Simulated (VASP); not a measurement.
Set up this calculation in VASP 6.6.1, as the native input.

| Quantity | Value |
| --- | --- |
| Task | single point |
| Functional | PBE |
| Potentials or basis | VASP PAW PBE potentials, release 64 (W_sv) |
| Cutoff | 520 eV |
| k mesh | 15 × 15 × 15 |
| Occupations | fermi-dirac, width 0.08 eV |
| Spin | no spin polarisation |
| Dipole correction | no |
| Further INCAR settings | ALGO = Normal; EDIFF = 1e-07; NBANDS = 13 |

The structure of W lies in POSCAR:

```
W
1.0
    2.4997066854      0.0000000000      0.0000000000
    0.0000000000      2.4997066854      0.0000000000
    0.0000000000      0.0000000000      2.4997066854
W
1
Direct
    0.0000000000      0.0000000000      0.0000000000
```

One way to write it, as run:

INCAR

```
PREC     = Accurate       # precision mode
ENCUT    = 520            # plane-wave cutoff, eV
EDIFF    = 1E-7           # SCF threshold, eV
ISMEAR   = -1             # smearing method
SIGMA    = 0.08           # smearing width, eV
LREAL    = F              # projectors in reciprocal space
LASPH    = T              # aspherical terms in the spheres
NELM     = 100            # most SCF steps
ALGO     = Normal         # electronic algorithm
ISIF     = 2              # what is computed and relaxed
LWAVE    = F              # write WAVECAR
LCHARG   = F              # write CHGCAR
GGA      = PE             # functional
NBANDS   = 13             # bands
```

KPOINTS

```
Automatic mesh
0
Gamma
  15 15 15
```

Potentials or basis: VASP PAW PBE potentials, release 64 (W_sv).

Command:

```sh
$ cat potpaw_PBE.64/W_sv/POTCAR > POTCAR
$ mpirun -np 1 vasp_std > vasp.out
```

Results of the run:

| Quantity | Value |
| --- | --- |
| Pressure | 50.8 GPa |
| Band gap on the k mesh | zero (band 7 reaches 13.69 eV, above the bottom of band 8 at 10.45 eV) |

Caveat: spin-orbit coupling is left out, which moves the levels of the heavy elements.

Run time: 7.3 s on 1 thread of Intel(R) Xeon(R) 6975P-C (Granite Rapids), on a shared host, peak memory 0.13 GiB.
